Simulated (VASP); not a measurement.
Tl2Sn2H5:

```xyz
9
Lattice="4.4142 0.0000 0.0000 0.0000 4.4142 0.0000 0.0000 0.0000 7.4215" Properties=species:S:1:pos:R:3 pbc="T T T"
Tl    0.0000    0.0000    0.0000
Tl    0.0000    0.0000    3.7108
Sn    2.2071    2.2071    1.6252
Sn    2.2071    2.2071    5.7963
H     2.2071    0.0000    1.8258
H     2.2071    0.0000    5.5957
H     2.2071    2.2071    3.7108
H     0.0000    2.2071    1.8258
H     0.0000    2.2071    5.5957
```

The cell was generated, and may not be a known phase.

| Quantity | Value |
| --- | --- |
| Program | VASP 6.6.1 |
| Task | relaxation of cell and atoms |
| Functional | PBE |
| Potentials or basis | VASP PAW PBE potentials, release 64 (Tl_d, Sn_d, H) |
| Cutoff | 600 eV |
| k mesh | 4 × 4 × 4 |
| Occupations | gaussian, width 0.1 eV |
| Spin | no spin polarisation |

At the start: pressure 0.4 GPa; volume 16.07 Å³/atom.

**Question.** Where does the relaxation end?

**Answer.** Over 4 steps the energy falls by 2.9 meV/atom and the volume is 16.34 Å³/atom (+1.7 %); space group P4/mmm (No. 123, to 0.1 Å) before and after.

The path:
| step | energy change (eV) | largest force (eV/Å) | pressure (GPa) | volume (Å³) |
| --- | --- | --- | --- | --- |
| 1 | 0.0000 | 0.1218 | 0.37 | 144.61 |
| 2 | -0.0134 | 0.0842 | 0.19 | 145.38 |
| 3 | -0.0256 | 0.0458 | -0.09 | 147.27 |
| 4 | -0.0257 | 0.0312 | -0.07 | 147.10 |

Final structure:
```yaml
crystal:
  lattice:
    - [4.48839, 0.00000, 0.00000]
    - [0.00000, 4.48839, 0.00000]
    - [0.00000, 0.00000, 7.30200]
  atoms:
    - { symbol: Tl, position: [0.00000, 0.00000, 0.00000] }
    - { symbol: Tl, position: [0.00000, 0.00000, 0.50000] }
    - { symbol: Sn, position: [0.50000, 0.50000, 0.22157] }
    - { symbol: Sn, position: [0.50000, 0.50000, 0.77843] }
    - { symbol: H, position: [0.50000, 0.00000, 0.24591] }
    - { symbol: H, position: [0.50000, 0.00000, 0.75409] }
    - { symbol: H, position: [0.50000, 0.50000, 0.50000] }
    - { symbol: H, position: [0.00000, 0.50000, 0.24591] }
    - { symbol: H, position: [0.00000, 0.50000, 0.75409] }
```

Caveat: an odd number of electrons without spin polarisation forces a metal; a magnetic or distorted state may lie lower.
